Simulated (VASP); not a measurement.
A run of VASP 6.6.1:

Contents of INCAR:

```
  PREC = Accurate
  ENCUT = 520
  EDIFF = 1E-7
  ISMEAR = -1
  SIGMA = 0.1
  LREAL = F
  LASPH = T
  NELM = 60
  ALGO = Normal
  ISIF = 2
  LWAVE = F
  LCHARG = F
  GGA = PS
  NBANDS = 21
```

KPOINTS

```
Automatic mesh
0
Gamma
  19 19 13
```

POSCAR

```
Sn
1.0
   -2.9261990260      2.9274481369      1.5722019738
    2.9274481369     -2.9261990260      1.5722019738
    2.9256889510      2.9256889510     -1.5699122854
Sn
2
Direct
    0.0000117394      0.9999882606      1.0000000000
    0.7499882606      0.2500117394      0.5000000000
```

Potentials or basis: VASP PAW PBE potentials, release 64 (Sn_d).

Launch:

```console
$ cat potpaw_PBE.64/Sn_d/POTCAR > POTCAR
$ mpirun -np 1 vasp_std > vasp.out
```

Hardware: 1 thread of Oxide Virtual Turin-like Processor (shared host).

Task: Estimate the wall time of this run.

Result: Run time: 47 min on 1 thread of Oxide Virtual Turin-like Processor (shared host), peak memory 1.1 GiB. Counts: scf iterations 13, k points 1240.
